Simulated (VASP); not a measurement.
Write the native input for VASP 6.6.1 that does the following.

| Quantity | Value |
| --- | --- |
| Task | single point |
| Functional | r2SCAN |
| Potentials or basis | VASP PAW PBE potentials, release 64 (B, N) |
| Cutoff | 520 eV |
| k mesh | 10 × 10 × 4 |
| Occupations | gaussian, width 0.05 eV |
| Spin | no spin polarisation |
| Dipole correction | no |
| Further INCAR settings | ALGO = Normal; EDIFF = 1e-07; NBANDS = 16 |

The system is BN.

```
B N
1.0
     2.50097    0.00000    0.00000
    -1.25048    2.16590    0.00000
     0.00000    0.00000    6.89580
B N
2 2
Direct
  0.33333 0.66667 0.25000
  0.66667 0.33333 0.75000
  0.33333 0.66667 0.75000
  0.66667 0.33333 0.25000
```

One way to write it, as run:

POSCAR

```
BN
1.0
    2.5009697631      0.0000000000      0.0000000000
   -1.2504848816      2.1659033489      0.0000000000
    0.0000000000      0.0000000000      6.8957976065
B N
2 2
Direct
    0.3333333333      0.6666666667      0.2500000000
    0.6666666667      0.3333333333      0.7500000000
    0.3333333333      0.6666666667      0.7500000000
    0.6666666667      0.3333333333      0.2500000000
```

INCAR.step1

```
SYSTEM = BN
ALGO = Normal
EDIFF = 1E-4
ENCUT = 520
GGA = PE
ISMEAR = 0
LASPH = .True.
LCHARG = .False.
LREAL = .False.
LWAVE = .True.
NBANDS = 16
NELM = 60
PREC = Accurate
SIGMA = 0.05
```

INCAR.step2

```
SYSTEM = BN
ALGO = Normal
EDIFF = 1E-7
ENCUT = 520
ISIF = 2
ISMEAR = 0
ISTART = 1
LASPH = .True.
LCHARG = .False.
LMIXTAU = .True.
LREAL = .False.
LWAVE = .False.
METAGGA = R2SCAN
NBANDS = 16
NELM = 60
PREC = Accurate
SIGMA = 0.05
```

KPOINTS

```
k-points
0
Gamma
  10 10 4
  0 0 0
```

Potentials or basis: VASP PAW PBE potentials, release 64 (B, N).

Command:

```console
$ cat potpaw_PBE.64/B/POTCAR potpaw_PBE.64/N/POTCAR > POTCAR
$ cp INCAR.step1 INCAR
$ mpirun -np 1 vasp_std > vasp.out
$ cp INCAR.step2 INCAR
$ mpirun -np 1 vasp_std > vasp.out
```

It gave:

* Pressure: 0.3 GPa
* Band gap on the k mesh: 4.92 eV, indirect (least direct gap 5.42 eV)

Caveat: the PAW data sets were made with another functional, which shifts forces and pressure a little.

Run time: 80 s on 1 thread of Intel Xeon 6975P-C, with other jobs on the host, peak memory 0.17 GiB.
